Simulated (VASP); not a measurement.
Write the native input for VASP 6.6.1 that does the following.

```yaml
Task: single point
Functional: PBE
Potentials_or_basis: VASP PAW PBE potentials, release 64 (Na_pv, Rh_pv, Rb_sv, As)
Cutoff: 520 eV
k_mesh: 6 × 6 × 6
Occupations: fermi-dirac, width 0.1 eV
Spin: no spin polarisation
Dipole_correction: no
Further_INCAR_settings: ALGO = Normal; EDIFF = 1e-07; NBANDS = 46
```

The structure of Rb2NaAs6Rh lies in POSCAR:

```
Rb2NaAs6Rh
1.0
    0.0000000000      4.6615430000      4.6615430000
    4.6615430000      0.0000000000      4.6615430000
    4.6615430000      4.6615430000      0.0000000000
Na Rh Rb As
1 1 2 6
Direct
    0.5000000000      0.5000000000      0.5000000000
    0.0000000000      0.0000000000      0.0000000000
    0.2500000000      0.2500000000      0.2500000000
    0.7500000000      0.7500000000      0.7500000000
    0.7660000000      0.2340000000      0.2340000000
    0.2340000000      0.7660000000      0.2340000000
    0.2340000000      0.7660000000      0.7660000000
    0.7660000000      0.2340000000      0.7660000000
    0.2340000000      0.2340000000      0.7660000000
    0.7660000000      0.7660000000      0.2340000000
```

One way to write it, as run:

INCAR

```
SYSTEM = Rb2NaAs6Rh
  PREC = Accurate
  ENCUT = 520
  EDIFF = 1E-7
  ISMEAR = -1
  SIGMA = 0.1
  LREAL = .FALSE.
  LASPH = .TRUE.
  NELM = 80
  ALGO = Normal
  ISIF = 2
  LWAVE = .FALSE.
  LCHARG = .FALSE.
  GGA = PE
  NBANDS = 46
```

KPOINTS

```
Automatic mesh
0
G
  6 6 6
  0 0 0
```

Potentials or basis: VASP PAW PBE potentials, release 64 (Na_pv, Rh_pv, Rb_sv, As).

Launch:

```bash
$ cat potpaw_PBE.64/Na_pv/POTCAR potpaw_PBE.64/Rh_pv/POTCAR potpaw_PBE.64/Rb_sv/POTCAR potpaw_PBE.64/As/POTCAR > POTCAR
$ mpirun -np 1 vasp_std > vasp.out
```

Results of the run:

The pressure is 27.7 GPa, the largest force is 3.947 eV/Å and the band gap on the k mesh is zero (band 35 reaches 5.17 eV, above the bottom of band 36 at 4.34 eV).

Caveat: forces of over 1 eV/Å act on the atoms, so gaps and moduli don't describe the material at rest.

Run time: 9.2 min on 1 thread of AMD EPYC 7571 (shared host), peak memory 0.4 GiB.
